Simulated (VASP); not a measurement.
Here is a VASP 6.6.1 calculation.

The input INCAR:

```
SYSTEM = ZnAu
PREC = Accurate
ENCUT = 520
EDIFF = 1E-6
ISMEAR = 0
SIGMA = 0.1
LREAL = Auto
LASPH = .TRUE.
NELM = 60
ALGO = Normal
ISIF = 2
LWAVE = .FALSE.
LCHARG = .FALSE.
GGA = PE
NBANDS = 106
ISYM = 0
```

KPOINTS

```
Automatic mesh
0
Gamma
  2 2 2
  0.5 0.5 0.5
```

The input POSCAR:

```
ZnAu
1.0
    5.8938036248     -0.0010052432      0.0013333446
   -0.0010052432      6.6287516319      0.1054437914
    0.0013333446      0.1054437914      6.7129156575
Zn Au
8 8
Direct
    1.0179726538     -0.0325841161     -0.0375917831
    0.4811835293     -0.0327570503      0.9623464299
    0.0152340706      0.5421962233      1.0457037032
    0.2498284530      0.1946647327      0.2346773849
    0.4841306435      0.5420131650      1.0458828154
    0.2496122831      0.7951327744      0.2832851951
    0.7497310728      0.2931106291      0.7657128105
    0.2495798390      0.7042976492      0.6957618312
    0.0010516115      1.0249268142      0.5528695499
    0.4979586973      1.0249585883      0.5529870132
    0.7494253773      0.2260621382      0.1610643671
    1.0025272638      0.4650578210      0.4497628940
    0.2499927098      0.2996460953      0.8226372826
    0.4969195943      0.4649380465      0.4500228200
    0.7496344540      0.7965605967      0.2524268585
    0.7497302233      0.7009363766      0.7618895447
```

Potentials or basis: VASP PAW PBE potentials, release 64 (Zn, Au).

Launch:

```sh
$ cat potpaw_PBE.64/Zn/POTCAR potpaw_PBE.64/Au/POTCAR > POTCAR
$ mpirun -np 1 vasp_std > vasp.out
```

(1) Predict the band gap on the k mesh.

(2) Estimate the largest force.

(3) What does it give for the pressure?

## Answers

(1) 0.35 eV (least direct gap 0.50 eV).

(2) 0.032 eV/Å.

(3) 0.2 GPa.

Caveat: spin-orbit coupling is left out, which moves the levels of the heavy elements; a shifted mesh leaves out Γ, where band edges can lie.
